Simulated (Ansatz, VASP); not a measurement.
# Nb: VASP beside Ansatz

Contents of POSCAR:

```
Nb
1.0
    0.0000000000      2.0304000000      1.9458000000
    2.0304000000      0.0000000000      1.9458000000
    2.0304000000      2.0304000000      0.0000000000
Nb
1
Direct
    0.0000000000      0.0000000000      0.0000000000
```

File INCAR.step1:

```
PREC = Accurate
ENCUT = 520
ISMEAR = 0
SIGMA = 0.15
LREAL = False
LASPH = True
NELM = 80
NBANDS = 12
GGA = PE
ALGO = Normal
EDIFF = 1E-4
LWAVE = True
LCHARG = False
```

The input INCAR.step2:

```
PREC = Accurate
ENCUT = 520
EDIFF = 1E-6
ISMEAR = 0
SIGMA = 0.15
LREAL = False
LASPH = True
NELM = 80
ALGO = Normal
ISIF = 2
LWAVE = False
LCHARG = True
METAGGA = R2SCAN
LMIXTAU = True
LELF = True
LVHAR = True
NBANDS = 12
ISTART = 1
```

The input KPOINTS:

```
regular mesh
0
Gamma
  20 20 20
```

Input for Ansatz:

```yaml
crystal:
  lattice:
    - [0.0, 2.0304, 1.9458]
    - [2.0304, 0.0, 1.9458]
    - [2.0304, 2.0304, 0.0]
  atoms:
    - { symbol: Nb, position: [0.0, 0.0, 0.0] }
basis:
  ecutwfc: 500
kpoints:
  mp_grid: { grid: [20, 20, 20] }
hamiltonian:
  xc: r2scan
scf:
  occupations: { method: gaussian, width: 0.15 }
output:
  forces: true
  stress: true
  eigenvalues: true
```

Change from the starting cell: strain -0.040 along x and y, -0.080 along z, atoms carried along.

Alike in both runs: task single point; functional r2SCAN; k mesh 20 × 20 × 20; occupations gaussian, width 0.15 eV; no spin polarisation.

```csv
,VASP,Ansatz
version,VASP 6.6.1,Ansatz 0.2.0
potentials or method,"VASP PAW PBE potentials, release 64 (Nb_sv), cutoff 520 eV","scalar-relativistic, plane waves, PAW"
valence electrons in the cell,13,13
```

Ansatz gave:

```
gap on the k mesh at the Fermi level (eV)                     : none
pressure (GPa)                                                : 33.1
traceless stress, the component that is largest in VASP (GPa) : -12.33
```

Problem. Which values does VASP return?

Solution. gap on the k mesh at the Fermi level (eV): none; pressure (GPa): 32.9; traceless stress, the component that is largest in VASP (GPa): -12.29.

VASP's potentials were made for PBE, not for r2SCAN. A gap of «none» marks a metal or a gap that the smearing closes. Both programs put the cell under a high pressure, so it lies far from rest at this level.
